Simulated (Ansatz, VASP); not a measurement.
Two plane-wave programs on AlN

File INCAR:

```
PREC = Accurate ; ENCUT = 520
EDIFF = 1E-7 ; ISMEAR = 0
SIGMA = 0.1 ; LREAL = F
LASPH = T ; NELM = 150
ALGO = Normal ; ISIF = 2
LWAVE = F ; LCHARG = T
ISPIN = 2 ; MAGMOM = 0 1
LORBIT = 11 ; GGA = PE
LELF = T ; LVHAR = T
NBANDS = 15
```

The input KPOINTS:

```
regular mesh
0
Gamma
  6 6 6
```

POSCAR

```
AlN
1.0
    3.4191246600      0.0000000000      0.0000000000
   -1.7095623300      2.9610488100      0.0000000000
    0.0000000000      0.0000000000      3.0555496700
Al N
1 1
Direct
    0.0000000000      0.0000000000      0.5000000000
    0.0000000000      0.0000000000      0.0000000000
```

Input for Ansatz:

```yaml
crystal:
  lattice:
    - [3.41912466, 0.0, 0.0]
    - [-1.70956233, 2.96104881, 0.0]
    - [0.0, 0.0, 3.05554967]
  atoms:
    - { symbol: Al, position: [0.0, 0.0, 0.5] }
    - { symbol: "N", position: [0.0, 0.0, 0.0], spin: 1.0 }
basis:
  ecutwfc: 420
kpoints:
  mp_grid: { grid: [6, 6, 6] }
hamiltonian:
  xc: pbe
scf:
  occupations: { method: gaussian, width: 0.1 }
  lower_state_search: "off"
output:
  forces: true
  stress: true
  eigenvalues: true
  populations: true
magnetization:
  spin_polarized: true
```

Alike in both runs: task single point; functional PBE; k mesh 6 × 6 × 6; occupations gaussian, width 0.1 eV; collinear spin.

```csv
,VASP,Ansatz
version,VASP 6.6.1,Ansatz 0.2.0
potentials or method,"VASP PAW PBE potentials, release 64 (Al, N), cutoff 520 eV","scalar-relativistic, plane waves, PAW"
valence electrons in the cell,8,8
```

```csv
,VASP,Ansatz,Ansatz less VASP
net moment per atom (μB),0.00,0.00,0.000
```

With one functional, cell and mesh, what is left measures potentials, basis and numerics. Ansatz's warnings: seeded moment not kept.
